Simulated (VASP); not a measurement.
A run of VASP 6.6.1 is set up as follows.

The input INCAR:

```
PREC     = Accurate       # precision mode
ENCUT    = 520            # plane-wave cutoff, eV
EDIFF    = 1E-7           # SCF threshold, eV
ISMEAR   = 0              # smearing method
SIGMA    = 0.15           # smearing width, eV
LREAL    = False          # projectors in reciprocal space
LASPH    = True           # aspherical terms in the spheres
NELM     = 80             # most SCF steps
ALGO     = Fast           # electronic algorithm
ISIF     = 2              # what is computed and relaxed
LWAVE    = False          # write WAVECAR
LCHARG   = False          # write CHGCAR
NBANDS   = 12             # bands
```

KPOINTS

```
Automatic mesh
0
Gamma
  24 24 24
```

Contents of POSCAR:

```
Cu
1.0
   -1.3662536384      1.3662536384      1.4051918671
    1.3662536384     -1.3662536384      1.4051918671
    1.3662536384      1.3662536384     -1.4051918671
Cu
1
Direct
    0.0000000000      0.0000000000      0.0000000000
```

Potentials or basis: VASP PAW LDA potentials, release 64 (Cu).

Run with:

```console
$ cat potpaw_LDA.64/Cu/POTCAR > POTCAR
$ mpirun -np 1 vasp_std > vasp.out
```

(1) Predict the pressure.

(2) Estimate the band gap on the k mesh.

Answers

(1) 10.0 GPa.

(2) zero (an odd number of electrons rules out a gap without spin polarisation).

Caveat: the cell stands under pressure.
